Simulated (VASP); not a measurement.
A run of VASP 6.6.1 is set up as follows.

File POSCAR:

```
NaH13O7
1.0
    6.6282230000      0.0000000000      0.0000000000
    0.0000000000      6.6282230000      0.0000000000
    0.0000000000      0.0000000000      6.6282230000
O H Na
7 13 1
Direct
    0.7557983490     -0.0417306418      0.5470697048
    0.6390853174      0.2324755821      0.8531849336
    0.3794682225      0.8165235237      0.8161614357
    0.0409008568      0.1562258844      0.3514969246
    0.5058067600      0.7049098982      0.2338937601
    1.0044321080      0.6557715394      0.6926894282
    0.2636453239      0.4847754821      0.4248800923
    0.8567907266      0.0384718498      0.4740033641
    0.6974418332     -0.1285412395      0.4501960782
    0.6879822842      0.1599825474      0.9706975761
    0.6589699834      0.1512773484      0.7323833251
    0.3871625924      0.8878548594      0.6957068282
    0.2355533301      0.7711116539      0.8059626238
    0.1335048625      0.0507828418      0.2996579928
    0.1318905535      0.2862607369      0.3779142615
    0.4172611573      0.7920071488      0.1557581874
    0.4097025704      0.6079004886      0.3104150238
    1.0859471686      0.5833388527      0.5840630287
    0.9321352043      0.7592230980      0.6198493925
    0.3371491876      0.4272789253      0.5334914049
    0.6742078533      0.6004173366      0.9126126263
```

INCAR.step1

```
SYSTEM = NaH13O7
PREC = Accurate
ENCUT = 930
ISMEAR = -1
SIGMA = 0.05
LREAL = Auto
LASPH = .TRUE.
NELM = 120
NBANDS = 48
GGA = PE
ALGO = Normal
EDIFF = 1E-5
LWAVE = .TRUE.
LCHARG = .FALSE.
GGA_COMPAT = .FALSE.
```

INCAR.step2

```
SYSTEM = NaH13O7
PREC = Accurate
ENCUT = 930
EDIFF = 1E-6
ISMEAR = -1
SIGMA = 0.05
LREAL = Auto
LASPH = .TRUE.
NELM = 120
ALGO = Normal
ISIF = 2
LWAVE = .FALSE.
LCHARG = .FALSE.
METAGGA = R2SCAN
LMIXTAU = .TRUE.
NBANDS = 48
ISTART = 1
GGA_COMPAT = .FALSE.
```

KPOINTS

```
Automatic mesh
0
G
  1 1 1
  0 0 0
```

Potentials or basis: VASP PAW PBE potentials, release 64 (O, H, Na_sv).

Command:

```bash
$ cat potpaw_PBE.64/O/POTCAR potpaw_PBE.64/H/POTCAR potpaw_PBE.64/Na_sv/POTCAR > POTCAR
$ cp INCAR.step1 INCAR
$ mpirun -np 1 vasp_gam > vasp.out
$ cp INCAR.step2 INCAR
$ mpirun -np 1 vasp_gam > vasp.out
```

Problem. Predict the pressure.

Solution. -1.2 GPa.

Problem. What does it give for the largest force?

Solution. 2.372 eV/Å.

Forces in eV/Å, atoms in the order of the input:
```
O    0.229  0.434  1.088
O   -0.030  0.665  0.398
O   -1.195 -1.329  1.560
O    1.410 -0.013 -0.271
O    0.286  0.367 -0.436
O    0.391 -0.614 -0.074
O   -1.044 -0.191 -0.379
H    0.494  0.479 -0.208
H   -1.027 -0.791 -1.135
H   -0.118 -0.039 -0.606
H    0.258 -0.337  0.285
H    0.588  1.270 -1.755
H    0.703 -0.216  0.155
H   -0.710  1.067  0.423
H   -0.515 -0.651 -0.250
H    0.275 -0.207  0.117
H   -0.203 -0.075  0.141
H    0.019  0.135  0.351
H   -0.269  0.533 -0.029
H    0.589 -0.315  0.690
Na  -0.130 -0.173 -0.067
```

Caveat: the k points lie up to 0.95 Å⁻¹ apart, too coarse for converged energies, forces and pressures; the PAW data sets were made with another functional, which shifts forces and pressure a little.
